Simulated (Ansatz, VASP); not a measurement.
# One calculation of AsSe4, two programs

The input INCAR:

```
SYSTEM = AsSe4
PREC = Accurate
ENCUT = 600
EDIFF = 1E-6
ISMEAR = 0
SIGMA = 0.1
LREAL = .False.
LASPH = .True.
NELM = 60
ALGO = Normal
ISIF = 3
LWAVE = .False.
LCHARG = .False.
GGA = PE
IBRION = 2
NSW = 90
EDIFFG = -0.04
```

The input KPOINTS:

```
regular mesh
0
Gamma
  4 4 4
  0 0 0
```

The input POSCAR:

```
AsSe4
1.0
   -3.5043456500      3.5043456500      3.5043456500
    3.5043456500     -3.5043456500      3.5043456500
    3.5043456500      3.5043456500     -3.5043456500
As Se
1 4
Direct
    0.0000000000      0.0000000000      0.0000000000
    0.3495999900      0.3495999900      0.3495999900
    0.6504000100      0.0000000000      0.0000000000
    0.0000000000      0.0000000000      0.6504000100
    0.0000000000      0.6504000100      0.0000000000
```

Input for Ansatz:

```yaml
crystal:
  lattice:
    - [-3.50434565, 3.50434565, 3.50434565]
    - [3.50434565, -3.50434565, 3.50434565]
    - [3.50434565, 3.50434565, -3.50434565]
  atoms:
    - { symbol: As, position: [0.0, 0.0, 0.0] }
    - { symbol: Se, position: [0.34959999, 0.34959999, 0.34959999] }
    - { symbol: Se, position: [0.65040001, 0.0, 0.0] }
    - { symbol: Se, position: [0.0, 0.0, 0.65040001] }
    - { symbol: Se, position: [0.0, 0.65040001, 0.0] }
basis:
  ecutwfc: 420
kpoints:
  mp_grid: { grid: [4, 4, 4] }
hamiltonian:
  xc: pbe
scf:
  occupations: { method: gaussian, width: 0.1 }
  lower_state_search: "off"
output:
  forces: true
  stress: true
  eigenvalues: true
relax:
  adjacent_minimum: "off"
  f_tol: 0.04
  max_steps: 70
  cell: { stress_tol: 0.4 }
```

Change from the starting cell: species swapped into the GeF4 type (I-43m, No. 217).

Alike in both runs: task relaxation of cell and atoms; functional PBE; k mesh 4 × 4 × 4; occupations gaussian, width 0.1 eV; no spin polarisation.

|  | VASP | Ansatz |
| --- | --- | --- |
| version | VASP 6.6.1 | Ansatz 0.2.0 |
| potentials or method | VASP PAW PBE potentials, release 64 (As, Se), cutoff 600 eV | scalar-relativistic, plane waves, PAW |
| valence electrons in the cell | 29 | 79 |

VASP gave:

- gap on the k mesh at the Fermi level, each at its own relaxed structure (eV): none
- relaxed volume (Å³/atom): 26.48
- relaxed length of the cell vector where the two differ most in proportion (Å): 5.561

**Question.** What did Ansatz give for the same quantities?

**Answer.** gap on the k mesh at the Fermi level, each at its own relaxed structure (eV): none; relaxed volume (Å³/atom): 26.51; relaxed length of the cell vector where the two differ most in proportion (Å): 5.563.

A gap of «none» marks a metal or a gap that the smearing closes. VASP's potentials hold 29 valence electrons a cell and Ansatz's 79, so a difference there can come from the potentials and not from the codes.

Noted on VASP's run: the volume moved by over 15 % at a fixed basis, so the end points are rough.
